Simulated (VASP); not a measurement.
# KF in VASP: a series of runs, part 2 of 2

VASP 6.6.1. Earlier steps stand in the parts before.

## Step 4: Relaxation of cell and atoms, PBE

This run uses another cell than the first one: it holds 4 atoms, not 8.

INCAR

```
PREC = Accurate
ENCUT = 600
EDIFF = 1E-6
ISMEAR = 0
SIGMA = 0.02
LREAL = F
LASPH = T
NELM = 100
ALGO = Normal
ISIF = 3
LWAVE = F
LCHARG = F
GGA = PE
IBRION = 2
NSW = 100
EDIFFG = -0.01
```

KPOINTS

```
Automatic mesh
0
Gamma
  6 6 4
```

POSCAR

```
KF
1.0
    3.7218345853      0.0000000000      0.0000000000
   -1.8609172926      3.2232032995      0.0000000000
    0.0000000000      0.0000000000      6.6287637221
K F
2 2
Direct
    0.0000000000      0.0000000000      0.5000000000
    0.0000000000      0.0000000000      0.0000000000
    0.6666666667      0.3333333333      0.7500000000
    0.3333333333      0.6666666667      0.2500000000
```

Potentials or basis: VASP PAW PBE potentials, release 64 (K_sv, F).

Started as:

```console
$ cat potpaw_PBE.64/K_sv/POTCAR potpaw_PBE.64/F/POTCAR > POTCAR
$ mpirun -np 1 vasp_std > vasp.out
```

OUTCAR:

```text
PREC = Accurate
   ENCUT = 600
   EDIFF = 1E-6
   ISMEAR = 0
   LREAL = F
   LASPH = T
   NELM = 100
   ISIF = 3
   GGA = PE
   IBRION = 2
   NSW = 100
   EDIFFG = -0.01

 ion  position               nearest neighbor table
   1  0.000  0.000  0.500-   3 2.71   4 2.71   4 2.71   3 2.71   3 2.71   4 2.71   2 3.31   2 3.31

   2  0.000  0.000  0.000-   3 2.71   4 2.71   4 2.71   3 2.71   3 2.71   4 2.71   1 3.31   1 3.31

   3  0.667  0.333  0.750-   1 2.71   2 2.71   1 2.71   2 2.71   1 2.71   2 2.71
   4  0.333  0.667  0.250-   1 2.71   2 2.71   1 2.71   2 2.71   1 2.71   2 2.71

  LATTYP: Found a hexagonal cell.
 ALAT       =     3.7218345853
 C/A-ratio  =     1.7810473760

  Lattice vectors:

[... 187 lines left out ...]
  Direction    XX          YY          ZZ          XY          YZ          ZX
  --------------------------------------------------------------------------------------
  -------------------------------------------------------------------------------------
  Total        0.0996493      0.0996493     -0.1012151      0.0000000      0.0000000      0.0000000
  in kB        2.0077400      2.0077400     -2.0392875      0.0000000      0.0000000      0.0000000
  external PRESSURE =       0.6587308 kB  Pullay stress =       0.0000000 kB
[... 63 lines left out ...]
--------------------------------------- Ionic step        3  -------------------------------------------

 number of electron      31.9999999 magnetization

 Free energy of the ion-electron system (eV)
  ---------------------------------------------------
  ext. energy  EPLUGINS =         0.00000000
  ---------------------------------------------------
  free energy    TOTEN  =       -16.43944936 eV

  energy without entropy =      -16.43944936  energy(sigma->0) =      -16.43944936

 E-fermi :  -2.7263     XC(G=0):  -8.2070

 val. band max:       -2.8659050541   @ k =   0.0000   0.0000   0.0000
 cond. band min:       3.0235629364   @ k =   0.0000   0.0000   0.0000
 fundamental gap:      5.8894679906
 Fermi energy:        -2.7262993796

 k-point     1 :       0.0000    0.0000    0.0000
  band No.  band energies     occupation
      1     -29.3412      2.00000
      2     -29.2286      2.00000
      3     -21.6169      2.00000
      4     -21.5346      2.00000
      5     -13.0074      2.00000
      6     -12.6197      2.00000
[... 503 lines left out ...]
  FREE ENERGIE OF THE ION-ELECTRON SYSTEM (eV)
  ---------------------------------------------------
  free  energy   TOTEN  =       -16.4394493613 eV

  energy  without entropy=      -16.4394493613  energy(sigma->0) =      -16.43944936

 reached required accuracy - stopping structural energy minimisation
```

OSZICAR:

```text
N       E                     dE             d eps       ncg     rms          rms(c)
DAV:   1     0.295702270707E+03    0.29570E+03   -0.17927E+04   840   0.170E+03
DAV:   2    -0.287413035234E+01   -0.29858E+03   -0.28569E+03  1148   0.435E+02
DAV:   3    -0.177762511675E+02   -0.14902E+02   -0.14847E+02  1048   0.916E+01
[... 22 lines left out ...]
DAV:   2    -0.164399055942E+02    0.15017E-02   -0.37906E-03  1012   0.499E-01    0.149E-01
DAV:   3    -0.164395120263E+02    0.39357E-03   -0.40784E-04   964   0.186E-01    0.713E-02
DAV:   4    -0.164394540777E+02    0.57949E-04   -0.14512E-04  1300   0.844E-02    0.365E-02
DAV:   5    -0.164394497210E+02    0.43567E-05   -0.12894E-05  1116   0.306E-02    0.504E-03
DAV:   6    -0.164394493613E+02    0.35973E-06   -0.13650E-06   664   0.109E-02
   3 F= -.16439449E+02 E0= -.16439449E+02  d E =-.596756E-03
```

CONTCAR:

```text
KF
   1.00000000000000
     3.7331125997597576    0.0000000000001750    0.0000000000000000
    -1.8665562998295759    3.2329703465258266    0.0000000000000000
     0.0000000000000000    0.0000000000000000    6.6083614234776142
  K               F
     2     2
Direct
     0.0000000000000000    1.0000000000000000    0.5000000000000000
     0.0000000000000000    1.0000000000000000    0.0000000000000000
     0.6666666667000030    0.3333333332999970    0.7500000000000000
     0.3333333332999970    0.6666666667000030    0.2500000000000000

  0.00000000E+00  0.00000000E+00  0.00000000E+00
  0.00000000E+00  0.00000000E+00  0.00000000E+00
  0.00000000E+00  0.00000000E+00  0.00000000E+00
  0.00000000E+00  0.00000000E+00  0.00000000E+00
```

It took 97 s on 1 thread of Oxide Virtual Turin-like, shared host; peak memory 0.2 GiB.

What came out:

| Item | Value |
| --- | --- |
| Free energy | -16.4394 eV |
| Relaxed volume | 19.94 Å³/atom |
| Relaxed cell | a = 3.733 Å, b = 3.733 Å, c = 6.608 Å, α = 90.00°, β = 90.00°, γ = 120.00° |
| Space group after relaxing (to 0.1 Å) | P6_3/mmc (No. 194) |
| Energy gained by relaxing | 0.1 meV/atom |
| Ionic steps | 3 |
| Pressure after relaxing | 0.0 GPa |
| Band gap on the k mesh | 5.89 eV |

Stress tensor (GPa, compression positive):
```
 0.06  0.00  0.00
 0.00  0.06  0.00
 0.00  0.00 -0.05
```

Step by step:
| step | energy change (eV) | largest force (eV/Å) | pressure (GPa) | volume (Å³) |
| --- | --- | --- | --- | --- |
| 1 | 0.0000 | 0.0000 | 0.07 | 79.52 |
| 2 | -0.0003 | 0.0000 | 0.06 | 79.61 |
| 3 | -0.0006 | 0.0000 | 0.02 | 79.76 |

Final structure:
```yaml
crystal:
  lattice:
    - [3.73311, 0.00000, 0.00000]
    - [-1.86656, 3.23297, 0.00000]
    - [0.00000, 0.00000, 6.60836]
  atoms:
    - { symbol: K, position: [0.00000, 0.00000, 0.50000] }
    - { symbol: K, position: [0.00000, 0.00000, 0.00000] }
    - { symbol: F, position: [0.66667, 0.33333, 0.75000] }
    - { symbol: F, position: [0.33333, 0.66667, 0.25000] }
```

Levels at points of the mesh, in eV from the valence-band top:
| k point | band 13 | band 14 | band 15 | band 16 | band 17 | band 18 | band 19 | band 20 |
| --- | --- | --- | --- | --- | --- | --- | --- | --- |
| (0.00, 0.00, 0.00) | -0.25 | -0.08 | 0.00 | 0.00 | 5.89 | 8.95 | 9.07 | 9.97 |
| (0.50, 0.00, 0.00) | -0.31 | -0.26 | -0.16 | -0.07 | 8.13 | 9.54 | 9.58 | 9.91 |
| (0.00, 0.00, 0.50) | -0.13 | -0.13 | -0.13 | -0.13 | 7.17 | 7.17 | 9.94 | 9.94 |
| (0.50, 0.00, 0.50) | -0.29 | -0.29 | -0.19 | -0.19 | 8.72 | 8.72 | 10.17 | 10.17 |

## Step 5: Single point, PBE

This run uses another cell than the first one, of 19.91 Å³/atom.

INCAR

```
  ALGO = Normal
  EDIFF = 1E-7
  ENCUT = 520
  GGA = PE
  ISIF = 2
  ISMEAR = 0
  LASPH = True
  LCHARG = True
  LELF = True
  LREAL = False
  LVHAR = True
  LWAVE = False
  NBANDS = 42
  NELM = 60
  PREC = Accurate
  SIGMA = 0.1
```

KPOINTS

```
k-points
0
Gamma
  6 6 1
```

POSCAR

```
KF
1.0
    3.7846813513     -0.0020345143      0.0021595522
   -1.8940895481      3.2764571306      0.0051243227
    0.0072644514      0.0242521190     12.8508440918
K F
4 4
Direct
    0.3336989989      0.6667362167      0.2499892313
    0.6663437742      0.3332723476      0.7499975469
   -0.0012782970     -0.0005962280     -0.0000319537
    0.0012454615      0.0005522956      0.5000153432
    0.3337753000      0.6666798625      0.6233248657
    0.6654548662      0.3324292259      0.1232742779
    0.3323522273      0.6664852884      0.8767021097
    0.6684076690      0.3344409913      0.3767285790
```

Potentials or basis: VASP PAW PBE potentials, release 64 (K_sv, F).

Started as:

```console
$ cat potpaw_PBE.64/K_sv/POTCAR potpaw_PBE.64/F/POTCAR > POTCAR
$ mpirun -np 1 vasp_std > vasp.out
```

OUTCAR:

```text
EDIFF = 1E-7
   ENCUT = 520
   GGA = PE
   ISIF = 2
   ISMEAR = 0
   LASPH = True
   LREAL = False
   NELM = 60
   PREC = Accurate

 ion  position               nearest neighbor table
   1  0.334  0.667  0.250-   6 2.72   8 2.72   6 2.73   8 2.73   8 2.73   6 2.73
   2  0.666  0.333  0.750-   7 2.72   5 2.72   5 2.72   7 2.73   7 2.73   5 2.73
   3  0.999  0.999  1.000-   7 2.69   6 2.69   6 2.70   7 2.70   7 2.70   6 2.70
   4  0.001  0.001  0.500-   8 2.70   5 2.70   5 2.70   8 2.70   8 2.70   5 2.70
   5  0.334  0.667  0.623-   4 2.70   4 2.70   4 2.70   2 2.72   2 2.72   2 2.73
   6  0.665  0.332  0.123-   3 2.69   3 2.70   3 2.70   1 2.72   1 2.73   1 2.73
   7  0.332  0.666  0.877-   3 2.69   3 2.70   3 2.70   2 2.72   2 2.73   2 2.73
   8  0.668  0.334  0.377-   4 2.70   4 2.70   4 2.70   1 2.72   1 2.73   1 2.73

  LATTYP: Found a triclinic cell.
 ALAT       =     3.7810360870
 B/A-ratio  =     1.0009277481
 C/A-ratio  =     3.3987692087
 COS(alpha) =     0.0027049295
 COS(beta)  =     0.0038434097
 COS(gamma) =     0.4994999044

  Lattice vectors:

 A1 = (   1.8905918032,   3.2744226163,   0.0072838749)
 A2 = (  -1.8940895481,   3.2764571306,   0.0051243227)
 A3 = (   0.0072644514,   0.0242521190,  12.8508440918)

Analysis of symmetry for initial positions (statically):
=====================================================================
 Subroutine PRICEL returns:
 Original cell was already a primitive cell.

 Routine SETGRP: Setting up the symmetry group for a
 triclinic supercell.

 Subroutine GETGRP returns: Found  1 space group operations
 (whereof  1 operations were pure point group operations)
 out of a pool of  2 trial point group operations.

The static configuration has the point symmetry C_1 .

Analysis of symmetry for dynamics (positions and initial velocities):
=====================================================================
 Subroutine PRICEL returns:
[... 139 lines left out ...]
  Thomas-Fermi vector in A             =   2.343598
   LORBIT       =      0    0 simple, 1 ext, 2 COOP (PROOUT), +10 PAW based schemes
   GGA     = PE    functional components
   LHFCALC =     F    Hartree Fock is set to
   AEXX    =    0.0000 exact exchange contribution
   IVDW    =     0    specifies the selected vdW correction
   LEPSILON=     F    determine dielectric tensor
   LRPA    =     F    only Hartree local field effects (RPA)
 non-spin polarized calculation
 Gauss-broadening in eV      SIGMA  =   0.10
  energy-cutoff  :      520.00
  volume of cell :      159.30
 maximum number of plane-waves:      4306
   NGX = 15   NGY = 15   NGZ = 47

 number of electron      63.9999998 magnetization

 Free energy of the ion-electron system (eV)
  ---------------------------------------------------
  ext. energy  EPLUGINS =         0.00000000
  ---------------------------------------------------
  free energy    TOTEN  =       -33.05525128 eV

  energy without entropy =      -33.05525128  energy(sigma->0) =      -33.05525128

 E-fermi :  -2.2664     XC(G=0):  -8.2125

 val. band max:       -2.7595203147   @ k =   0.0000   0.0000   0.0000
 cond. band min:       2.9614439893   @ k =   0.0000   0.0000   0.0000
 fundamental gap:      5.7209643041
 Fermi energy:        -2.2664103747

 k-point     1 :       0.0000    0.0000    0.0000
  band No.  band energies     occupation
      1     -29.2708      2.00000
      2     -29.2658      2.00000
      3     -29.0370      2.00000
      4     -29.0317      2.00000
      5     -21.5567      2.00000
      6     -21.5408      2.00000
[... 889 lines left out ...]
     41       8.4970      0.00000
     42       8.6090      0.00000

------------------------ aborting loop because EDIFF is reached ----------------------------------------

  FORCE on cell =-STRESS in cart. coord.  units (eV):
  Direction    XX          YY          ZZ          XY          YZ          ZX
  --------------------------------------------------------------------------------------
  -------------------------------------------------------------------------------------
  Total       -0.0357732     -0.0142067      0.0108938      0.0145398     -0.0590819     -0.0173402
  in kB       -0.3597824     -0.1428814      0.1095627      0.1462311     -0.5942047     -0.1743958
  external PRESSURE =      -0.1310337 kB  Pullay stress =       0.0000000 kB

 VOLUME and BASIS-vectors are now :
 -----------------------------------------------------------------------------
  energy-cutoff  :      520.00
  volume of cell :      159.30
      direct lattice vectors                 reciprocal lattice vectors
     3.784681351 -0.002034514  0.002159552     0.264305423  0.152793204 -0.000437761
    -1.894089548  3.276457131  0.005124323     0.000164450  0.305303685 -0.000576262
     0.007264451  0.024252119 12.850844092    -0.000044481 -0.000147418  0.077816203

 POSITION                                       TOTAL-FORCE (eV/Angst)
 -----------------------------------------------------------------------------------
      0.00190      2.18992      3.21671         0.000059     -0.000364      0.000115
      1.89610      1.10879      9.64125        -0.000142      0.000334      0.000250
      1.89415      3.29672     12.85771         0.001152      0.000413      0.000741
      0.00730      0.01393      6.42562        -0.001162     -0.000127     -0.000024
      0.00501      2.19879      8.01439        -0.000606     -0.000677      0.002022
      1.88978      1.09083      1.58732         0.000927      0.000127      0.003418
      0.00183      2.20430     11.27050         0.001281      0.001403     -0.002999
      1.89899      1.10356      4.84444        -0.001510     -0.001109     -0.003524
 -----------------------------------------------------------------------------------
    total drift:                                0.000025     -0.000004     -0.000096

  FREE ENERGIE OF THE ION-ELECTRON SYSTEM (eV)
  ---------------------------------------------------
  free  energy   TOTEN  =       -33.0552512803 eV

  energy  without entropy=      -33.0552512803  energy(sigma->0) =      -33.05525128
```

stdout:

```text
POSCAR found type information on POSCAR K F
 POSCAR found :  2 types and       8 ions
 scaLAPACK will be used
 LDA part: xc-table for (Slater+PW92), standard interpolation
 POSCAR, INCAR and KPOINTS ok, starting setup
 FFT: planning ... GRIDC
 FFT: planning ... GRID_SOFT
 FFT: planning ... GRID
 WAVECAR not read
 entering main loop
```

It took 3.4 min on 1 thread of Oxide Virtual Turin-like, shared host; peak memory 0.27 GiB.

What came out:

```yaml
Free_energy: -33.0553 eV
Pressure: 0.0 GPa
Largest_force: 0.004 eV/Å
Band_gap_on_the_k_mesh: 5.72 eV
```

Forces in eV/Å, atoms in the order of the input:
```
K    0.000  0.000  0.000
K    0.000  0.000  0.000
K    0.001  0.000  0.001
K   -0.001  0.000  0.000
F   -0.001 -0.001  0.002
F    0.001  0.000  0.003
F    0.001  0.001 -0.003
F   -0.002 -0.001 -0.004
```

Caveat: the k points lie up to 0.49 Å⁻¹ apart.

## Step 6: Overview

| task | cell | k mesh | cutoff (eV) | smearing | gap on the mesh (eV) | pressure (GPa) | relaxed volume (Å³/atom) |
| --- | --- | --- | --- | --- | --- | --- | --- |
| relaxation of cell and atoms | relaxed from a = 3.959, b = 3.959, c = 13.143 Å, angles 90.0, 90.0, 120.0°, 8 atoms, atomic positions A | 4 × 4 × 1 | 600 | gaussian 0.15 eV | 5.74 | 0.1 | 19.81 |
| single point | a = 3.783, b = 3.783, c = 12.857 Å, angles 90.0, 90.0, 120.0°, 8 atoms, atomic positions B | 6 × 6 × 2 | 520 | gaussian 0.02 eV | 5.72 | 0.0 | - |
| relaxation of cell and atoms | relaxed from a = 3.722, b = 3.722, c = 6.629 Å, angles 90.0, 90.0, 120.0°, 4 atoms, atomic positions C | 6 × 6 × 4 | 600 | gaussian 0.02 eV | 5.89 | 0.0 | 19.94 |
| single point | a = 3.785, b = 3.785, c = 12.851 Å, angles 89.8, 89.9, 120.1°, 8 atoms, atomic positions D | 6 × 6 × 1 | 520 | gaussian 0.1 eV | 5.72 | 0.0 | - |

Alike in all rows: level PBE; potentials or basis VASP PAW PBE potentials, release 64 (K_sv, F); no spin polarisation.

Caveats: some runs use coarse meshes.

Total energies depend on the potentials used, so only differences within one code and one set of settings carry meaning.
